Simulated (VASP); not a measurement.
A run of VASP 6.6.1 is set up as follows.

The input INCAR:

```
SYSTEM = Rh
  ALGO = Normal
  EDIFF = 1E-7
  ENCUT = 520
  GGA = PE
  ISIF = 2
  ISMEAR = 0
  LASPH = .TRUE.
  LCHARG = .FALSE.
  LREAL = .FALSE.
  LWAVE = .FALSE.
  NBANDS = 22
  NELM = 100
  PREC = Accurate
  SIGMA = 0.15
```

File KPOINTS:

```
k-points
0
G
  18 18 10
  0 0 0
```

The input POSCAR:

```
Rh
1.0
    2.5886000000      0.0000000000      0.0000000000
   -1.2943000000      2.2417933602      0.0000000000
    0.0000000000      0.0000000000      4.3150000000
Rh
2
Direct
    0.6666666667      0.3333333333      0.7500000000
    0.3333333333      0.6666666667      0.2500000000
```

Potentials or basis: VASP PAW PBE potentials, release 64 (Rh_pv).

Run with:

```console
$ cat potpaw_PBE.64/Rh_pv/POTCAR > POTCAR
$ mpirun -np 1 vasp_std > vasp.out
```

Q: What does it give for the band gap on the k mesh?

A: Zero (bands 15 and 16 overlap by 2.95 eV).

Q: What does it give for the pressure?

A: 41.4 GPa.

Stress tensor (GPa, compression positive):
```
45.65  0.00  0.00
 0.00 45.65  0.00
 0.00  0.00 32.90
```

Caveat: the cell stands under pressure.
